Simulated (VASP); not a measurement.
# Be (P6_3/mmc) in VASP: settings compared, part 2 of 2

VASP 6.6.1.

## (4) Single point, LDA (volume scaled by 0.96)

INCAR reads:

```
SYSTEM = Be
PREC     = Accurate       ! precision mode
ENCUT    = 520            ! plane-wave cutoff, eV
EDIFF    = 1E-7           ! SCF threshold, eV
ISMEAR   = -1             ! smearing method
SIGMA    = 0.05           ! smearing width, eV
LREAL    = .FALSE.        ! projectors in reciprocal space
LASPH    = .TRUE.         ! aspherical terms in the spheres
NELM     = 100            ! most SCF steps
ALGO     = Normal         ! electronic algorithm
ISIF     = 2              ! what is computed and relaxed
LWAVE    = .FALSE.        ! write WAVECAR
LCHARG   = .FALSE.        ! write CHGCAR
NBANDS   = 9              ! bands
```

KPOINTS reads:

```
Automatic mesh
0
G
  13 13 8
  0 0 0
```

POSCAR reads:

```
Be
1.0
    2.2544137814      0.0000000000      0.0000000000
   -1.1272068907      1.9523796054      0.0000000000
    0.0000000000      0.0000000000      3.5357589267
Be
2
Direct
    0.6666666667      0.3333333333      0.7500000000
    0.3333333333      0.6666666667      0.2500000000
```

Potentials or basis: VASP PAW LDA potentials, release 64 (Be).

Run with:

```
$ cat potpaw_LDA.64/Be/POTCAR > POTCAR
$ mpirun -np 1 vasp_std > vasp.out
```

OUTCAR:

```text
SYSTEM = Be
   PREC = Accurate
   ENCUT = 520
   EDIFF = 1E-7
   ISMEAR = -1
   LREAL = .FALSE.
   LASPH = .TRUE.
   NELM = 100
   ISIF = 2

 ion  position               nearest neighbor table
   1  0.667  0.333  0.750-   2 2.20   2 2.20   2 2.20   2 2.20   2 2.20   2 2.20
   2  0.333  0.667  0.250-   1 2.20   1 2.20   1 2.20   1 2.20   1 2.20   1 2.20

  LATTYP: Found a hexagonal cell.
 ALAT       =     2.2544137814
 C/A-ratio  =     1.5683717674

  Lattice vectors:

 A1 = (   2.2544137814,   0.0000000000,   0.0000000000)
 A2 = (  -1.1272068907,   1.9523796054,   0.0000000000)
 A3 = (   0.0000000000,   0.0000000000,   3.5357589267)

Analysis of symmetry for initial positions (statically):
=====================================================================
 Subroutine PRICEL returns:
 Original cell was already a primitive cell.

 Routine SETGRP: Setting up the symmetry group for a
 hexagonal supercell.

 Subroutine GETGRP returns: Found 24 space group operations
 (whereof 12 operations were pure point group operations)
 out of a pool of 24 trial point group operations.

The static configuration has the point symmetry D_3d.
 The point group associated with its full space group is D_6h.

Analysis of symmetry for dynamics (positions and initial velocities):
=====================================================================
 Subroutine PRICEL returns:
 Original cell was already a primitive cell.

 Routine SETGRP: Setting up the symmetry group for a
 hexagonal supercell.

 Subroutine GETGRP returns: Found 24 space group operations
 (whereof 12 operations were pure point group operations)
 out of a pool of 24 trial point group operations.

The dynamic configuration has the point symmetry D_3d.
 The point group associated with its full space group is D_6h.

 Subroutine INISYM returns: Found 24 space group operations
 (whereof 12 operations are pure point group operations),
 and found     1 'primitive' translations

[... 115 lines left out ...]
  volume/ion in A,a.u.               =       7.78        52.51
  Fermi-wavevector in a.u.,A,eV,Ry     =   1.040882  1.966981 14.741020  1.083434
  Thomas-Fermi vector in A             =   2.175477
   LORBIT       =      0    0 simple, 1 ext, 2 COOP (PROOUT), +10 PAW based schemes
   GGA     = CA    functional components
   LHFCALC =     F    Hartree Fock is set to
   AEXX    =    0.0000 exact exchange contribution
   IVDW    =     0    specifies the selected vdW correction
   LEPSILON=     F    determine dielectric tensor
   LRPA    =     F    only Hartree local field effects (RPA)
 non-spin polarized calculation
  energy-cutoff  :      520.00
  volume of cell :       15.56
 maximum number of plane-waves:       434
 NGX is ok and might be reduce to    18
   NGX =  9   NGY =  9   NGZ = 13

 number of electron       4.0000000 magnetization

 Free energy of the ion-electron system (eV)
  ---------------------------------------------------
  ext. energy  EPLUGINS =         0.00000000
  ---------------------------------------------------
  free energy    TOTEN  =        -8.41250773 eV

  energy without entropy =       -8.41149653  energy(sigma->0) =       -8.41200213

 E-fermi :   6.7280     XC(G=0): -10.6735

 val. band max:        6.6479150696   @ k =   0.2308   0.1538   0.0000
 cond. band min:       6.8079378339   @ k =   0.3077   0.1538   0.0000
 fundamental gap:      0.1600227643
 Fermi energy:         6.7280179594

 k-point     1 :       0.0000    0.0000    0.0000
  band No.  band energies     occupation
      1      -4.3863      2.00000
      2       2.4422      2.00000
      3       8.2517      0.00000
      4      22.7518      0.00000
      5      22.7518      0.00000
      6      25.6391      0.00000
      7      25.6391      0.00000
      8      27.8073      0.00000
      9      34.3405      0.00000
[... 265 lines left out ...]
 k-point    24 :       0.1538    0.0000    0.1250
  band No.  band energies     occupation
      1      -3.5794      2.00000
      2       2.5382      2.00000
      3       9.4830      0.00000
      4      18.8025      0.00000
      5      20.3533      0.00000
      6      24.9053      0.00000
      7      25.7163      0.00000
      8      25.7708      0.00000
      9      29.2063      0.00000

 [... further k-points ...]
[... 5 lines left out ...]
  --------------------------------------------------------------------------------------
  -------------------------------------------------------------------------------------
  Total       -0.3010797     -0.3010797     -0.3460386      0.0000000      0.0000000      0.0000000
  in kB      -30.9964199    -30.9964199    -35.6249719      0.0000000      0.0000000      0.0000000
  external PRESSURE =     -32.5392706 kB  Pullay stress =       0.0000000 kB

 VOLUME and BASIS-vectors are now :
 -----------------------------------------------------------------------------
  energy-cutoff  :      520.00
  volume of cell :       15.56
      direct lattice vectors                 reciprocal lattice vectors
     2.254413781  0.000000000  0.000000000     0.443574293  0.256097738  0.000000000
    -1.127206891  1.952379605  0.000000000     0.000000000  0.512195475  0.000000000
     0.000000000  0.000000000  3.535758927     0.000000000  0.000000000  0.282824712

 POSITION                                       TOTAL-FORCE (eV/Angst)
 -----------------------------------------------------------------------------------
      1.12721      0.65079      2.65182         0.000000      0.000000      0.000000
     -0.00000      1.30159      0.88394        -0.000000     -0.000000      0.000000
 -----------------------------------------------------------------------------------
    total drift:                                0.000000     -0.000000      0.000000

  FREE ENERGIE OF THE ION-ELECTRON SYSTEM (eV)
  ---------------------------------------------------
  free  energy   TOTEN  =        -8.4125077335 eV

  energy  without entropy=       -8.4114965255  energy(sigma->0) =       -8.41200213
```

Wall time 6.5 s (1 thread of Intel Xeon Platinum 8488C (Sapphire Rapids), shared host); peak memory 0.12 GiB.

What came out:

```
Free energy            : -8.4125 eV
Pressure               : -3.3 GPa
Band gap on the k mesh : zero (band 2 reaches 7.98 eV, above the bottom of band 3 at 6.37 eV)
```

Stress tensor (GPa, compression positive):
```
-3.10  0.00  0.00
 0.00 -3.10  0.00
 0.00  0.00 -3.56
```

Levels at points of the mesh, in eV from the Fermi level:
| k point | band 1 | band 2 | band 3 | band 4 | band 5 |
| --- | --- | --- | --- | --- | --- |
| (0.00, 0.00, 0.00) | -11.11 | -4.29 | 1.52 | 16.02 | 16.02 |
| (0.00, 0.00, 0.50) | -8.96 | -8.96 | 11.09 | 11.09 | 17.68 |

## (5) Single point, LDA (volume scaled by 0.98)

INCAR reads:

```
SYSTEM = Be
  ALGO = Normal
  EDIFF = 1E-6
  ENCUT = 520
  ISIF = 2
  ISMEAR = -1
  LASPH = .True.
  LCHARG = .False.
  LREAL = .False.
  LWAVE = .False.
  NBANDS = 9
  NELM = 60
  PREC = Accurate
  SIGMA = 0.05
```

KPOINTS reads:

```
k-points
0
Gamma
  13 13 8
  0 0 0
```

POSCAR reads:

```
Be
1.0
    2.2699619540      0.0000000000      0.0000000000
   -1.1349809770      1.9658447178      0.0000000000
    0.0000000000      0.0000000000      3.5601442416
Be
2
Direct
    0.6666666667      0.3333333333      0.7500000000
    0.3333333333      0.6666666667      0.2500000000
```

Potentials or basis: VASP PAW LDA potentials, release 64 (Be).

Run with:

```
$ cat potpaw_LDA.64/Be/POTCAR > POTCAR
$ mpirun -np 1 vasp_std > vasp.out
```

OUTCAR:

```text
SYSTEM = Be
   EDIFF = 1E-6
   ENCUT = 520
   ISIF = 2
   ISMEAR = -1
   LASPH = .True.
   LREAL = .False.
   NELM = 60
   PREC = Accurate

 ion  position               nearest neighbor table
   1  0.667  0.333  0.750-   2 2.21   2 2.21   2 2.21   2 2.21   2 2.21   2 2.21
   2  0.333  0.667  0.250-   1 2.21   1 2.21   1 2.21   1 2.21   1 2.21   1 2.21

  LATTYP: Found a hexagonal cell.
 ALAT       =     2.2699619540
 C/A-ratio  =     1.5683717673

  Lattice vectors:

 A1 = (   2.2699619540,   0.0000000000,   0.0000000000)
 A2 = (  -1.1349809770,   1.9658447178,   0.0000000000)
 A3 = (   0.0000000000,   0.0000000000,   3.5601442416)

Analysis of symmetry for initial positions (statically):
=====================================================================
 Subroutine PRICEL returns:
 Original cell was already a primitive cell.

 Routine SETGRP: Setting up the symmetry group for a
 hexagonal supercell.

 Subroutine GETGRP returns: Found 24 space group operations
 (whereof 12 operations were pure point group operations)
 out of a pool of 24 trial point group operations.

The static configuration has the point symmetry D_3d.
[... 171 lines left out ...]
  band No.  band energies     occupation
      1      -4.4421      2.00000
      2       2.3496      2.00000
      3       8.0126      0.00000
      4      22.3288      0.00000
      5      22.3288      0.00000
      6      25.1731      0.00000
      7      25.1731      0.00000
      8      27.2917      0.00000
      9      33.8318      0.00000
[... 265 lines left out ...]
 k-point    24 :       0.1538    0.0000    0.1250
  band No.  band energies     occupation
      1      -3.6410      2.00000
      2       2.4331      2.00000
      3       9.2519      0.00000
      4      18.4366      0.00000
      5      19.9773      0.00000
      6      24.4320      0.00000
      7      25.2470      0.00000
      8      25.2934      0.00000
      9      28.7455      0.00000

 [... further k-points ...]

------------------------ aborting loop because EDIFF is reached ----------------------------------------

  FORCE on cell =-STRESS in cart. coord.  units (eV):
  Direction    XX          YY          ZZ          XY          YZ          ZX
  --------------------------------------------------------------------------------------
  -------------------------------------------------------------------------------------
  Total       -0.5328413     -0.5328413     -0.6149728      0.0000000     -0.0000000      0.0000000
  in kB      -53.7369614    -53.7369614    -62.0199032      0.0000000     -0.0000000      0.0000000
  external PRESSURE =     -56.4979420 kB  Pullay stress =       0.0000000 kB

 VOLUME and BASIS-vectors are now :
 -----------------------------------------------------------------------------
  energy-cutoff  :      520.00
  volume of cell :       15.89
      direct lattice vectors                 reciprocal lattice vectors
     2.269961954  0.000000000  0.000000000     0.440536018  0.254343589  0.000000000
    -1.134980977  1.965844718  0.000000000     0.000000000  0.508687177  0.000000000
     0.000000000  0.000000000  3.560144242     0.000000000  0.000000000  0.280887496

 POSITION                                       TOTAL-FORCE (eV/Angst)
 -----------------------------------------------------------------------------------
      1.13498      0.65528      2.67011         0.000000     -0.000000      0.000000
     -0.00000      1.31056      0.89004         0.000000      0.000000      0.000000
 -----------------------------------------------------------------------------------
    total drift:                                0.000000     -0.000000      0.000000

  FREE ENERGIE OF THE ION-ELECTRON SYSTEM (eV)
  ---------------------------------------------------
  free  energy   TOTEN  =        -8.4034818751 eV

  energy  without entropy=       -8.4024396637  energy(sigma->0) =       -8.40296077
```

OSZICAR:

```text
N       E                     dE             d eps       ncg     rms          rms(c)
DAV:   1    -0.425526027416E+01   -0.42553E+01   -0.18689E+03  1898   0.372E+02
DAV:   2    -0.839919585262E+01   -0.41439E+01   -0.40547E+01  2859   0.460E+01
DAV:   3    -0.845192513447E+01   -0.52729E-01   -0.52594E-01  2110   0.343E+00
DAV:   4    -0.845197254745E+01   -0.47413E-04   -0.47411E-04  2251   0.999E-02
DAV:   5    -0.845197255195E+01   -0.44965E-08   -0.54650E-08  2027   0.134E-03    0.122E+00
DAV:   6    -0.841894366917E+01    0.33029E-01   -0.22321E-03  2109   0.293E-01    0.736E-01
DAV:   7    -0.840349021555E+01    0.15453E-01   -0.38046E-03  2260   0.373E-01    0.179E-02
DAV:   8    -0.840348279064E+01    0.74249E-05   -0.12233E-05  2055   0.271E-02    0.501E-03
DAV:   9    -0.840348187511E+01    0.91552E-06   -0.48112E-07  1945   0.530E-03
   1 F= -.84034819E+01 E0= -.84029608E+01  d E =-.104221E-02
```

stdout:

```text
POSCAR found type information on POSCAR Be
 POSCAR found :  1 types and       2 ions
 scaLAPACK will be used
 LDA part: xc-table for (Slater(with rela. corr.)+CA(PZ))
 , standard interpolation
 POSCAR, INCAR and KPOINTS ok, starting setup
 FFT: planning ... GRIDC
 FFT: planning ... GRID_SOFT
 FFT: planning ... GRID
 WAVECAR not read
 entering main loop
```

It took 7.4 s on 1 thread of Intel Xeon Platinum 8488C (Sapphire Rapids), shared host; peak memory 0.12 GiB.

What came out:

| Property | Result |
| --- | --- |
| Free energy | -8.4035 eV |
| Pressure | -5.6 GPa |
| Band gap on the k mesh | zero (band 2 reaches 7.80 eV, above the bottom of band 3 at 6.20 eV) |

Levels at points of the mesh, in eV from the Fermi level:
| k point | band 1 | band 2 | band 3 | band 4 | band 5 |
| --- | --- | --- | --- | --- | --- |
| (0.00, 0.00, 0.00) | -11.01 | -4.22 | 1.44 | 15.76 | 15.76 |
| (0.00, 0.00, 0.50) | -8.88 | -8.88 | 10.90 | 10.90 | 17.38 |

## (6) Single point, LDA

INCAR reads:

```
ALGO = Normal
EDIFF = 1E-7
ENCUT = 520
ISIF = 2
ISMEAR = -1
LASPH = T
LCHARG = F
LREAL = F
LWAVE = F
NBANDS = 9
NELM = 60
PREC = Accurate
SIGMA = 0.05
```

KPOINTS reads:

```
k-points
0
Gamma
  13 13 8
```

POSCAR reads:

```
Be
1.0
    2.2853000000      0.0000000000      0.0000000000
   -1.1426500000      1.9791278553      0.0000000000
    0.0000000000      0.0000000000      3.5842000000
Be
2
Direct
    0.6666666667      0.3333333333      0.7500000000
    0.3333333333      0.6666666667      0.2500000000
```

Potentials or basis: VASP PAW LDA potentials, release 64 (Be).

Run with:

```
$ cat potpaw_LDA.64/Be/POTCAR > POTCAR
$ mpirun -np 1 vasp_std > vasp.out
```

Wall time 6.4 s (1 thread of Intel Xeon Platinum 8488C (Sapphire Rapids), shared host); peak memory 0.12 GiB.

The run converged. Its results:

```
Free energy            : -8.3898 eV
Pressure               : -7.8 GPa
Band gap on the k mesh : zero (band 2 reaches 7.64 eV, above the bottom of band 3 at 6.05 eV)
```

Stress tensor (GPa, compression positive):
```
-7.45  0.00  0.00
 0.00 -7.45  0.00
 0.00  0.00 -8.61
```

Levels at points of the mesh, in eV from the Fermi level:
```tsv
k point	band 1	band 2	band 3	band 4	band 5	band 6	band 7
(0.00, 0.00, 0.00)	-10.91	-4.16	1.37	15.50	15.50	18.31	18.31
(0.00, 0.00, 0.50)	-8.79	-8.79	10.73	10.73	17.10	17.10	17.10
```

## (7) Overview

| task | level | potentials or basis | cell | cutoff (eV) | gap on the mesh (eV) | pressure (GPa) |
| --- | --- | --- | --- | --- | --- | --- |
| relaxation of cell and atoms | PBEsol | VASP PAW PBE potentials, release 64 (Be) | relaxed to 30 GPa from a = 2.285, b = 2.285, c = 3.584 Å, angles 90.0, 90.0, 120.0°, 2 atoms | 600 | none | 30.2 |
| single point | LDA | VASP PAW LDA potentials, release 64 (Be) | a = 2.239, b = 2.239, c = 3.511 Å, angles 90.0, 90.0, 120.0°, 2 atoms | 520 | none | -0.6 |
| single point | LDA | VASP PAW LDA potentials, release 64 (Be) | a = 2.254, b = 2.254, c = 3.536 Å, angles 90.0, 90.0, 120.0°, 2 atoms | 520 | none | -3.3 |
| single point | LDA | VASP PAW LDA potentials, release 64 (Be) | a = 2.270, b = 2.270, c = 3.560 Å, angles 90.0, 90.0, 120.0°, 2 atoms | 520 | none | -5.6 |
| single point | LDA | VASP PAW LDA potentials, release 64 (Be) | a = 2.285, b = 2.285, c = 3.584 Å, angles 90.0, 90.0, 120.0°, 2 atoms | 520 | none | -7.8 |

Alike in all rows: no spin polarisation; k mesh 13 × 13 × 8; smearing fermi-dirac 0.05 eV.

Caveats: the cell is relaxed towards a set pressure, so the enthalpy falls and the energy may rise (some runs); the PAW data sets were made with another functional, which shifts forces and pressure a little (some runs).

Total energies depend on the potentials used, so only differences within one code and one set of settings carry meaning.
